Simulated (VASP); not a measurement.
# Ti4Pt3 (Pm-3m) in VASP: further runs, part 2 of 2

VASP 6.6.1. Earlier steps stand in the parts before.

### 3 Single point, PBE

This run uses another cell than the first one, of 19.25 Å³/atom.

INCAR reads:

```
ALGO     = Fast           # electronic algorithm
EDIFF    = 1E-6           # SCF threshold, eV
ENCUT    = 520            # plane-wave cutoff, eV
GGA      = PE             # functional
ISIF     = 2              # what is computed and relaxed
ISMEAR   = 0              # smearing method
LASPH    = True           # aspherical terms in the spheres
LCHARG   = True           # write CHGCAR
LELF     = True           # ELF
LREAL    = False          # projectors in reciprocal space
LVHAR    = True         
LWAVE    = False          # write WAVECAR
NBANDS   = 48             # bands
NELM     = 60             # most SCF steps
PREC     = Accurate       # precision mode
SIGMA    = 0.1            # smearing width, eV
```

KPOINTS reads:

```
k-points
0
Gamma
  8 8 8
```

POSCAR reads:

```
Ti4Pt3
1.0
    5.1264309736      0.0000000000      0.0000000000
    0.0000000000      5.1264309736      0.0000000000
    0.0000000000      0.0000000000      5.1264309736
Ti Pt
4 3
Direct
    0.5000000000      0.0000000000      0.0000000000
    0.0000000000      0.5000000000      0.0000000000
    0.0000000000      0.0000000000      0.5000000000
    0.0000000000      0.0000000000      0.0000000000
    0.0000000000      0.5000000000      0.5000000000
    0.5000000000      0.0000000000      0.5000000000
    0.5000000000      0.5000000000      0.0000000000
```

Potentials or basis: VASP PAW PBE potentials, release 64 (Ti_sv, Pt).

The run is started by

```bash
cat potpaw_PBE.64/Ti_sv/POTCAR potpaw_PBE.64/Pt/POTCAR > POTCAR
mpirun -np 1 vasp_std > vasp.out
```

OUTCAR:

```text
EDIFF = 1E-6
   ENCUT = 520
   GGA = PE
   ISIF = 2
   ISMEAR = 0
   LASPH = True
   LREAL = False
   NELM = 60
   PREC = Accurate

 ion  position               nearest neighbor table
   1  0.500  0.000  0.000-   4 2.56   6 2.56   7 2.56   6 2.56   7 2.56   4 2.56
   2  0.000  0.500  0.000-   4 2.56   5 2.56   7 2.56   5 2.56   4 2.56   7 2.56
   3  0.000  0.000  0.500-   4 2.56   5 2.56   6 2.56   4 2.56   5 2.56   6 2.56
   4  0.000  0.000  0.000-   1 2.56   2 2.56   3 2.56   3 2.56   2 2.56   1 2.56
   5  0.000  0.500  0.500-   2 2.56   3 2.56   2 2.56   3 2.56
   6  0.500  0.000  0.500-   1 2.56   3 2.56   1 2.56   3 2.56
   7  0.500  0.500  0.000-   1 2.56   2 2.56   1 2.56   2 2.56

  LATTYP: Found a simple cubic cell.
 ALAT       =     5.1264309736

  Lattice vectors:

 A1 = (   5.1264309736,   0.0000000000,   0.0000000000)
 A2 = (   0.0000000000,   5.1264309736,   0.0000000000)
 A3 = (   0.0000000000,   0.0000000000,   5.1264309736)

Analysis of symmetry for initial positions (statically):
=====================================================================
 Subroutine PRICEL returns:
 Original cell was already a primitive cell.

 Routine SETGRP: Setting up the symmetry group for a
 simple cubic supercell.

 Subroutine GETGRP returns: Found 48 space group operations
 (whereof 48 operations were pure point group operations)
 out of a pool of 48 trial point group operations.

The static configuration has the point symmetry O_h .

Analysis of symmetry for dynamics (positions and initial velocities):
=====================================================================
 Subroutine PRICEL returns:
 Original cell was already a primitive cell.

 Routine SETGRP: Setting up the symmetry group for a
 simple cubic supercell.

 Subroutine GETGRP returns: Found 48 space group operations
 (whereof 48 operations were pure point group operations)
 out of a pool of 48 trial point group operations.

The dynamic configuration has the point symmetry O_h .

 Subroutine INISYM returns: Found 48 space group operations
 (whereof 48 operations are pure point group operations),
 and found     1 'primitive' translations

----------------------------------------------------------------------------------------

                                     Primitive cell

  volume of cell :     134.7241

  direct lattice vectors                    reciprocal lattice vectors
     5.126430974  0.000000000  0.000000000     0.195067486  0.000000000  0.000000000
     0.000000000  5.126430974  0.000000000     0.000000000  0.195067486  0.000000000
     0.000000000  0.000000000  5.126430974     0.000000000  0.000000000  0.195067486

  length of vectors
     5.126430974  5.126430974  5.126430974     0.195067486  0.195067486  0.195067486

  position of ions in fractional coordinates (direct lattice)
     0.500000000  0.000000000  0.000000000
     0.000000000  0.500000000  0.000000000
     0.000000000  0.000000000  0.500000000
     0.000000000  0.000000000  0.000000000
     0.000000000  0.500000000  0.500000000
     0.500000000  0.000000000  0.500000000
     0.500000000  0.500000000  0.000000000

[... 31 lines left out ...]
 Subroutine IBZKPT returns following result:
 ===========================================

 Found     35 irreducible k-points:

 Following reciprocal coordinates:
            Coordinates               Weight
  0.000000  0.000000  0.000000      1.000000
  0.125000  0.000000  0.000000      6.000000
  0.250000  0.000000  0.000000      6.000000
  0.375000  0.000000  0.000000      6.000000
  0.500000  0.000000  0.000000      3.000000
  0.125000  0.125000  0.000000     12.000000
[... 16 lines left out ...]
  0.375000  0.375000  0.125000     24.000000
  0.500000  0.375000  0.125000     24.000000
 [... further k-points ...]
   k-points           NKPTS =     35   k-points in BZ     NKDIM =     35   number of bands    NBANDS=     48
   number of dos      NEDOS =    301   number of ions     NIONS =      7
   total plane-waves  NPLWV =  64000
   dimension x,y,z NGX =    40 NGY =   40 NGZ =   40
   dimension x,y,z NGXF=    80 NGYF=   80 NGZF=   80
   ions per type =               4   3
   NGX,Y,Z   is equivalent  to a cutoff of  12.97, 12.97, 12.97 a.u.
   NGXF,Y,Z  is equivalent  to a cutoff of  25.94, 25.94, 25.94 a.u.
 SYSTEM =  unknown system
   PREC   = accura    normal or accurate (medium, high low for compatibility)
   ISTART =      0    job   : 0-new  1-cont  2-samecut
   ICHARG =      2    charge: 1-file 2-atom 10-const
   ISPIN  =      1    spin polarized calculation?
   LNONCOLLINEAR =      F non collinear calculations
   LSORBIT =      F    spin-orbit coupling
   LASPH  =      T    aspherical Exc in radial PAW
   ENCUT  =  520.0 eV  38.22 Ry    6.18 a.u.   9.53  9.53  9.53*2*pi/ulx,y,z
   NELM   =     60;   NELMIN=  2; NELMDL= -5     # of ELM steps
   EDIFF  = 0.1E-05   stopping-criterion for ELM
   LREAL  =      F    real-space projection
   EDIFFG = 0.1E-04   stopping-criterion for IOM
   NSW    =      0    number of steps for IOM
   IBRION =     -1    ionic relax: 0-MD 1-quasi-New 2-CG
   NFREE  =      0    steps in history (QN), initial steepest desc. (CG)
   ISIF   =      2    stress and relaxation
   ISYM   =      2    0-nonsym 1-usesym 2-fastsym
   POTIM  = 0.5000    time-step for ionic-motion
   TEBEG  =    0.0;   TEEND  =   0.0 temperature during run
   PSTRESS=    0.0 pullay stress
   NELECT =      78.0000    total number of electrons
   NUPDOWN=      -1.0000    fix difference up-down
   EMIN   =  10.00;   EMAX   =-10.00  energy-range for DOS
   EFERMI =   0.00;   METHOD = LEGACY
   ISMEAR =     0;   SIGMA  =   0.10  broadening in eV -4-tet -1-fermi 0-gaus
   EFERMI_NEDOS =   21; number of points for ismear=-14 and -15
   IALGO  =     68    algorithm
   IMIX   =      4    mixing-type and parameters
     AMIX     =   0.40;   BMIX     =  1.00
     AMIX_MAG =   1.60;   BMIX_MAG =  1.00
  volume/ion in A,a.u.               =      19.25       129.88
  Fermi-wavevector in a.u.,A,eV,Ry     =   1.364451  2.578438 25.330324  1.861726
  Thomas-Fermi vector in A             =   2.490766
   LORBIT       =      0    0 simple, 1 ext, 2 COOP (PROOUT), +10 PAW based schemes
   GGA     = PE    functional components
   LHFCALC =     F    Hartree Fock is set to
   AEXX    =    0.0000 exact exchange contribution
   IVDW    =     0    specifies the selected vdW correction
   LEPSILON=     F    determine dielectric tensor
   LRPA    =     F    only Hartree local field effects (RPA)
 non-spin polarized calculation
 RMM-DIIS sequential band-by-band and
 Gauss-broadening in eV      SIGMA  =   0.10
  energy-cutoff  :      520.00
  volume of cell :      134.72
 maximum number of plane-waves:      3695
 NGX is ok and might be reduce to    40
   NGX = 19   NGY = 19   NGZ = 19

 number of electron      78.0000023 magnetization

 Free energy of the ion-electron system (eV)
  ---------------------------------------------------
  ext. energy  EPLUGINS =         0.00000000
  ---------------------------------------------------
  free energy    TOTEN  =       -47.21821133 eV

  energy without entropy =      -47.15122647  energy(sigma->0) =      -47.18471890

 E-fermi :   7.0554     XC(G=0): -11.2437

 val. band max:        7.0528226651   @ k =   0.2500   0.2500   0.1250
 cond. band min:       7.0555127596   @ k =   0.5000   0.5000   0.3750
 fundamental gap:      0.0026900945
 Fermi energy:         7.0553724461

 k-point     1 :       0.0000    0.0000    0.0000
  band No.  band energies     occupation
      1     -49.9298      2.00000
      2     -49.8997      2.00000
      3     -49.8997      2.00000
      4     -49.0952      2.00000
      5     -26.4090      2.00000
      6     -26.4090      2.00000
[... 1213 lines left out ...]
     47       8.6179      0.00000
     48       9.0483      0.00000

 [... further k-points ...]
[... 5 lines left out ...]
  --------------------------------------------------------------------------------------
  -------------------------------------------------------------------------------------
  Total       -0.1064899     -0.1064899     -0.1064899      0.0000000     -0.0000000      0.0000000
  in kB       -1.2664086     -1.2664086     -1.2664086      0.0000000     -0.0000000      0.0000000
  external PRESSURE =      -1.2664086 kB  Pullay stress =       0.0000000 kB

 VOLUME and BASIS-vectors are now :
 -----------------------------------------------------------------------------
  energy-cutoff  :      520.00
  volume of cell :      134.72
      direct lattice vectors                 reciprocal lattice vectors
     5.126430974  0.000000000  0.000000000     0.195067486  0.000000000  0.000000000
     0.000000000  5.126430974  0.000000000     0.000000000  0.195067486  0.000000000
     0.000000000  0.000000000  5.126430974     0.000000000  0.000000000  0.195067486

 POSITION                                       TOTAL-FORCE (eV/Angst)
 -----------------------------------------------------------------------------------
      2.56322      0.00000      0.00000         0.000000      0.000000      0.000000
      0.00000      2.56322      0.00000         0.000000      0.000000      0.000000
      0.00000      0.00000      2.56322         0.000000      0.000000      0.000000
      0.00000      0.00000      0.00000         0.000000      0.000000      0.000000
      0.00000      2.56322      2.56322         0.000000      0.000000      0.000000
      2.56322      0.00000      2.56322         0.000000      0.000000      0.000000
      2.56322      2.56322      0.00000         0.000000      0.000000      0.000000
 -----------------------------------------------------------------------------------
    total drift:                                0.000000      0.000000     -0.000000

  FREE ENERGIE OF THE ION-ELECTRON SYSTEM (eV)
  ---------------------------------------------------
  free  energy   TOTEN  =       -47.2182113270 eV

  energy  without entropy=      -47.1512264712  energy(sigma->0) =      -47.18471890
```

Wall time 4.5 min (1 thread of Intel Xeon 6975P-C (Granite Rapids), shared host); peak memory 0.36 GiB.

Results:

- Free energy: -47.2182 eV
- Pressure: -0.1 GPa
- Band gap on the k mesh: zero (bands 39 and 40 overlap by 0.36 eV)

Caveat: spin-orbit coupling is left out, which moves the levels of the heavy elements.

### 4 Relaxation of cell and atoms, PBE

This run uses another cell than the first one, of 17.62 Å³/atom.

INCAR reads:

```
SYSTEM = Ti4Pt3
PREC = Accurate ; ENCUT = 600
EDIFF = 1E-6 ; ISMEAR = 0
SIGMA = 0.1 ; LREAL = .FALSE.
LASPH = .TRUE. ; NELM = 60
ALGO = Normal ; ISIF = 3
LWAVE = .FALSE. ; LCHARG = .FALSE.
GGA = PE ; IBRION = 2
NSW = 90 ; EDIFFG = -0.04
```

KPOINTS reads:

```
regular mesh
0
G
  4 4 4
  0 0 0
```

Edit POSCAR of step 3 so:

```diff
@@ -2,5 +2,5 @@
 1.0
-    5.1264309736      0.0000000000      0.0000000000
-    0.0000000000      5.1264309736      0.0000000000
-    0.0000000000      0.0000000000      5.1264309736
+    4.9773012500      0.0000000000      0.0000000000
+    0.0000000000      4.9773012500      0.0000000000
+    0.0000000000      0.0000000000      4.9773012500
 Ti Pt
```

The run is started by

```bash
cat potpaw_PBE.64/Ti_sv/POTCAR potpaw_PBE.64/Pt/POTCAR > POTCAR
mpirun -np 1 vasp_std > vasp.out
```

Wall time 1.8 min (1 thread of Intel Xeon 6975P-C (Granite Rapids), shared host); peak memory 0.27 GiB.

The run converged. Its results:

```yaml
Free_energy: -47.1852 eV
Relaxed_volume: 19.32 Å³/atom
Relaxed_cell: a = 5.133 Å, b = 5.133 Å, c = 5.133 Å, α = 90.00°, β = 90.00°, γ = 90.00°
Space_group_after_relaxing_to_0.1_Å: Pm-3m (No. 221)
Energy_gained_by_relaxing: 56.9 meV/atom
Ionic_steps: 3
Pressure_after_relaxing: -0.1 GPa
Band_gap_on_the_k_mesh: zero (bands 39 and 40 overlap by 0.36 eV)
```

Step by step:
```csv
step,energy change (eV),largest force (eV/Å),pressure (GPa),volume (Å³)
1,0.0000,0.0000,11.78,123.31
2,-0.0567,0.0000,-7.88,147.90
3,-0.3986,0.0000,-0.13,135.24
```

Final structure:
```
CELL_PARAMETERS angstrom
5.13292 0.00000 0.00000
0.00000 5.13292 0.00000
0.00000 0.00000 5.13292
ATOMIC_POSITIONS crystal
Ti 0.50000 0.00000 0.00000
Ti 0.00000 0.50000 0.00000
Ti 0.00000 0.00000 0.50000
Ti 0.00000 0.00000 0.00000
Pt 0.00000 0.50000 0.50000
Pt 0.50000 0.00000 0.50000
Pt 0.50000 0.50000 0.00000
```

Levels at points of the mesh, in eV from the Fermi level:
```tsv
k point	band 36	band 37	band 38	band 39	band 40	band 41	band 42	band 43
(0.00, 0.00, 0.00)	-0.04	-0.04	0.22	0.22	0.22	0.48	0.48	0.48
(0.50, 0.00, 0.00)	-0.87	-0.87	0.00	0.05	0.44	0.49	0.86	1.61
(0.50, 0.50, 0.00)	-0.76	-0.76	-0.22	-0.14	-0.14	0.17	0.73	0.73
(0.50, 0.50, 0.50)	-0.29	-0.29	-0.29	0.02	0.02	0.02	0.66	0.66
```

Caveat: spin-orbit coupling is left out, which moves the levels of the heavy elements.

### 5 Relaxation of cell and atoms, PBE

INCAR reads:

```
SYSTEM = Ti4Pt3
PREC = Accurate ; ENCUT = 600
EDIFF = 1E-6 ; ISMEAR = 0
SIGMA = 0.1 ; LREAL = .False.
LASPH = .True. ; NELM = 60
ALGO = Fast ; ISIF = 3
LWAVE = .False. ; LCHARG = .False.
GGA = PE ; IBRION = 2
NSW = 100 ; EDIFFG = -0.01
```

KPOINTS reads:

```
regular mesh
0
Gamma
  8 8 8
  0 0 0
```

Edit POSCAR of step 4 so:

```diff
@@ -2,5 +2,5 @@
 1.0
-    4.9773012500      0.0000000000      0.0000000000
-    0.0000000000      4.9773012500      0.0000000000
-    0.0000000000      0.0000000000      4.9773012500
+    5.1357912876      0.0000000000      0.0000000000
+    0.0000000000      5.1357912876      0.0000000000
+    0.0000000000      0.0000000000      5.1357912876
 Ti Pt
```

The run is started by

```bash
cat potpaw_PBE.64/Ti_sv/POTCAR potpaw_PBE.64/Pt/POTCAR > POTCAR
mpirun -np 1 vasp_std > vasp.out
```

Run time: 23 min. Hardware: 1 thread of Oxide Virtual Turin-like, shared host; peak memory 0.38 GiB.

Results (log left out):

```
Free energy                           : -47.2179 eV
Relaxed volume                        : 19.23 Å³/atom
Relaxed cell                          : a = 5.125 Å, b = 5.125 Å, c = 5.125 Å, α = 90.00°, β = 90.00°, γ = 90.00°
Space group after relaxing (to 0.1 Å) : Pm-3m (No. 221)
Energy gained by relaxing             : 0.3 meV/atom
Ionic steps                           : 3
Pressure after relaxing               : 0.0 GPa
Band gap on the k mesh                : zero (bands 39 and 40 overlap by 0.36 eV)
```

Step by step:
```csv
step,energy change (eV),largest force (eV/Å),pressure (GPa),volume (Å³)
1,0.0000,0.0000,-0.67,135.46
2,-0.0005,0.0000,0.58,133.88
3,-0.0018,0.0000,0.01,134.61
```

Final structure:
```xyz
7
Lattice="5.1250 0.0000 0.0000 0.0000 5.1250 0.0000 0.0000 0.0000 5.1250" Properties=species:S:1:pos:R:3 pbc="T T T"
Ti    2.5625    0.0000    0.0000
Ti    0.0000    2.5625    0.0000
Ti    0.0000    0.0000    2.5625
Ti    0.0000    0.0000    0.0000
Pt    0.0000    2.5625    2.5625
Pt    2.5625    0.0000    2.5625
Pt    2.5625    2.5625    0.0000
```

Levels at points of the mesh, in eV from the Fermi level:
```csv
k point,band 36,band 37,band 38,band 39,band 40,band 41,band 42,band 43
"(0.00, 0.00, 0.00)",-0.04,-0.04,0.21,0.21,0.21,0.44,0.44,0.44
"(0.50, 0.00, 0.00)",-0.91,-0.91,-0.03,0.05,0.39,0.48,0.83,1.59
"(0.50, 0.50, 0.00)",-0.80,-0.80,-0.25,-0.15,-0.15,0.16,0.70,0.70
"(0.50, 0.50, 0.50)",-0.29,-0.29,-0.29,0.00,0.00,0.00,0.63,0.63
```

Caveat: spin-orbit coupling is left out, which moves the levels of the heavy elements.

### 6 Overview

```csv
task,cell,k mesh,cutoff (eV),gap on the mesh (eV),pressure (GPa),relaxed volume (Å³/atom)
single point,"a = 5.136 Å, 7 atoms",4 × 4 × 4,520,none,-0.3,-
single point,"a = 5.126 Å, 7 atoms",8 × 8 × 8,520,none,-0.1,-
relaxation of cell and atoms,"relaxed from a = 4.977 Å, 7 atoms",4 × 4 × 4,600,none,-0.1,19.32
relaxation of cell and atoms,"relaxed from a = 5.136 Å, 7 atoms",8 × 8 × 8,600,none,0.0,19.23
```

Alike in all rows: level PBE; potentials or basis VASP PAW PBE potentials, release 64 (Ti_sv, Pt); no spin polarisation; smearing gaussian 0.1 eV.

Caveats: spin-orbit coupling is left out, which moves the levels of the heavy elements.

Absolute energies hang on the potentials; compare differences alone.

The gap in the log of VASP goes by the Fermi energy; the results here count the filled bands.